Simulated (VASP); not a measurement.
A run of VASP 6.6.1 is set up as follows.

INCAR

```
PREC = Accurate
ENCUT = 600
EDIFF = 1E-7
ISMEAR = 0
SIGMA = 0.02
LREAL = False
LASPH = True
NELM = 60
ALGO = Normal
ISIF = 3
LWAVE = False
LCHARG = False
GGA = PE
IBRION = 2
NSW = 100
EDIFFG = -0.01
```

The input KPOINTS:

```
regular mesh
0
Gamma
  10 10 10
```

POSCAR

```
LiNbO3
1.0
   -1.9065050628      1.9065050628      5.1117350961
    1.9065050628     -1.9065050628      5.1117350961
    1.9065050628      1.9065050628     -5.1117350961
Li Nb O
1 1 3
Direct
    0.9929339405      0.9929339405      0.0000000000
    0.3493923877      0.3493923877      0.0000000000
    0.1783331792      0.1783331792      0.0000000000
    0.9074755413      0.4074755413      0.5000000000
    0.4074755413      0.9074755413      0.5000000000
```

Potentials or basis: VASP PAW PBE potentials, release 64 (Li_sv, Nb_sv, O).

The run is started by

```bash
$ cat potpaw_PBE.64/Li_sv/POTCAR potpaw_PBE.64/Nb_sv/POTCAR potpaw_PBE.64/O/POTCAR > POTCAR
$ mpirun -np 1 vasp_std > vasp.out
```

Q: What does it give for the band gap on the k mesh?

A: 2.04 eV (least direct gap 2.79 eV).

Q: What does it give for the relaxed cell?

A: a = 5.776 Å, b = 5.776 Å, c = 5.776 Å, α = 141.50°, β = 141.50°, γ = 55.58°.

Q: What does it give for the relaxed volume?

A: 14.82 Å³/atom.

Final structure:
```
Li Nb O
1.0
    -1.90428    1.90428    5.11009
     1.90428   -1.90428    5.11009
     1.90428    1.90428   -5.11009
Li Nb O
1 1 3
Direct
  0.99290 0.99290 0.00000
  0.34948 0.34948 0.00000
  0.17823 0.17823 0.00000
  0.90750 0.40750 0.50000
  0.40750 0.90750 0.50000
```

Caveat: the cutoff is under 1.25 times the usual one of these potentials, so pressure, stress and relaxed cells hold a basis-set (Pulay) error. A k mesh can miss the band edges.
